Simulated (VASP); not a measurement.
Ag: single point with PBEsol

The system is Ag.

```xyz
2
Lattice="2.8675 0.0000 0.0000 -1.4337 2.4833 0.0000 0.0000 0.0000 4.6917" Properties=species:S:1:pos:R:3 pbc="T T T"
Ag    0.0000    1.6555    1.1729
Ag    1.4337    0.8278    3.5188
```

This isn't the form of Ag at room conditions, which is fcc.

```json
{"Program": "VASP 6.6.1", "Task": "single point", "Functional": "PBEsol", "Potentials or basis": "VASP PAW PBE potentials, release 64 (Ag)", "Cutoff": "520 eV", "k mesh": "18 × 18 × 10", "Occupations": "gaussian, width 0.1 eV", "Spin": "no spin polarisation", "Dipole correction": "no", "Further INCAR settings": "ALGO = Fast; EDIFF = 1e-06; NBANDS = 18"}
```

| Quantity | Value |
| --- | --- |
| Pressure | -0.3 GPa |
| Band gap on the k mesh | zero (bands 11 and 12 overlap by 7.52 eV) |

Levels at points of the mesh, in eV from the Fermi level:
```csv
k point,band 7,band 8,band 9,band 10,band 11,band 12,band 13,band 14,band 15,band 16
"(0.00, 0.00, 0.00)",-4.46,-4.08,-4.08,-3.03,-3.03,-0.48,3.71,15.73,17.64,17.99
"(0.50, 0.00, 0.00)",-3.81,-2.88,-2.83,-2.74,0.12,1.63,6.98,7.24,9.58,10.58
"(0.00, 0.00, 0.50)",-4.59,-4.59,-3.36,-3.36,-3.36,-3.36,11.28,11.28,16.10,16.10
"(0.50, 0.00, 0.50)",-3.09,-3.09,-2.80,-2.80,0.73,0.73,4.74,4.74,13.80,13.80
```

Wall time 2.4 min on 1 thread of AMD EPYC 7R13, on a shared host, peak memory 0.2 GiB.

Caveat: the PAW data sets were made with another functional, which shifts forces and pressure a little.
